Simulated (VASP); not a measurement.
LiCl: single point with HSE06

LiCl:

```xyz
2
Lattice="0.0000 2.7330 2.7330 2.7330 0.0000 2.7330 2.7330 2.7330 0.0000" Properties=species:S:1:pos:R:3 pbc="T T T"
Li    0.0000    0.0000    0.0000
Cl    1.3665    1.3665    1.3665
```

```yaml
Program: VASP 6.6.1
Task: single point
Functional: HSE06
Potentials_or_basis: VASP PAW PBE potentials, release 64 (Li_sv, Cl)
Cutoff: 520 eV
k_mesh: 6 × 6 × 6
Occupations: gaussian, width 0.01 eV
Spin: no spin polarisation
Dipole_correction: no
Grid_for_exact_exchange_PRECFOCK: Normal
Further_INCAR_settings: ALGO = Normal; EDIFF = 1e-06; NBANDS = 12
Screening_parameter: 0.2079 1/Å
```

| Quantity | Value |
| --- | --- |
| Band gap on the k mesh | 7.38 eV, direct |

Levels at points of the mesh, in eV from the valence-band top:
```csv
k point,band 3,band 4,band 5,band 6,band 7,band 8
"(0.00, 0.00, 0.00)",0.00,0.00,0.00,7.38,11.73,11.73
"(0.50, 0.00, 0.00)",-2.18,-0.31,-0.31,9.81,11.86,11.86
"(0.50, 0.50, 0.00)",-1.78,-0.90,-0.90,7.94,11.09,15.21
```

Wall time 8.1 min on 1 thread of Intel(R) Xeon(R) Platinum 8488C (Sapphire Rapids), on a shared host, peak memory 0.27 GiB.
